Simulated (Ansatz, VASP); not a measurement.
**MgO: VASP beside Ansatz**

Contents of POSCAR:

```
MgO
1.0
    2.5126437946      0.0000000000      0.0000000000
    0.0000000000      2.6233491278      0.0000000000
    0.0000000000      0.0000000000      2.6233491278
Mg O
1 1
Direct
    0.0000000000      0.0000000000      0.0000000000
    0.5000000000      0.5000000000      0.5000000000
```

INCAR.step1

```
PREC     = Accurate       # precision mode
ENCUT    = 660            # plane-wave cutoff, eV
ISMEAR   = 0              # smearing method
SIGMA    = 0.01           # smearing width, eV
LREAL    = F              # projectors in reciprocal space
LASPH    = T              # aspherical terms in the spheres
NELM     = 120            # most SCF steps
NBANDS   = 15             # bands
GGA      = PE             # functional
ALGO     = Normal         # electronic algorithm
EDIFF    = 1E-5           # SCF threshold, eV
LWAVE    = T              # write WAVECAR
LCHARG   = F              # write CHGCAR
GGA_COMPAT= F
```

The input INCAR.step2:

```
PREC     = Accurate       # precision mode
ENCUT    = 660            # plane-wave cutoff, eV
EDIFF    = 1E-6           # SCF threshold, eV
ISMEAR   = 0              # smearing method
SIGMA    = 0.01           # smearing width, eV
LREAL    = F              # projectors in reciprocal space
LASPH    = T              # aspherical terms in the spheres
NELM     = 120            # most SCF steps
ALGO     = Normal         # electronic algorithm
ISIF     = 2              # what is computed and relaxed
LWAVE    = F              # write WAVECAR
LCHARG   = F              # write CHGCAR
METAGGA  = R2SCAN         # meta-GGA
LMIXTAU  = T            
NBANDS   = 15             # bands
ISTART   = 1            
GGA_COMPAT= F
```

File KPOINTS:

```
regular mesh
0
Gamma
  10 10 10
```

Input for Ansatz:

```yaml
crystal:
  lattice:
    - [2.5126437946, 0.0, 0.0]
    - [0.0, 2.6233491278, 0.0]
    - [0.0, 0.0, 2.6233491278]
  atoms:
    - { symbol: Mg, position: [0.0, 0.0, 0.0] }
    - { symbol: O, position: [0.5, 0.5, 0.5] }
kpoints:
  mp_grid: { grid: [10, 10, 10] }
  band_path:
    path:
      - [0.0, 0.0, 0.0]
      - [0.0, 0.5, 0.0]
      - [0.5, 0.5, 0.0]
      - [0.5, 0.5, 0.5]
      - [0.0, 0.5, 0.5]
    npoints: 1
hamiltonian:
  xc: r2scan
scf:
  occupations: { method: fixed }
  n_extra_bands: 4
output:
  forces: true
  stress: true
  eigenvalues: true
```

Change from the starting cell: uniaxial_x strain -4.2%.

Alike in both runs: task single point; functional r2SCAN; k mesh 10 × 10 × 10; no spin polarisation.

|  | VASP | Ansatz |
| --- | --- | --- |
| version | VASP 6.6.1 | Ansatz 0.2.0 |
| potentials or method | VASP PAW PBE potentials, release 64 (Mg_sv, O) | plane waves, PAW |
| plane-wave cutoff (eV) | 660 | 500 |
| occupations | gaussian, width 0.01 eV | fixed |
| valence electrons in the cell | 16 | 16 |

Ansatz gave:

```
gap on the k mesh at the Fermi level (eV)                     : 3.53
pressure (GPa)                                                : 7.8
traceless stress, the component that is largest in VASP (GPa) : 21.70
```

Q: Estimate VASP's values.

A: gap on the k mesh at the Fermi level (eV): 3.57; pressure (GPa): 7.3; traceless stress, the component that is largest in VASP (GPa): 21.37.

VASP's potentials were made for PBE, not for r2SCAN.
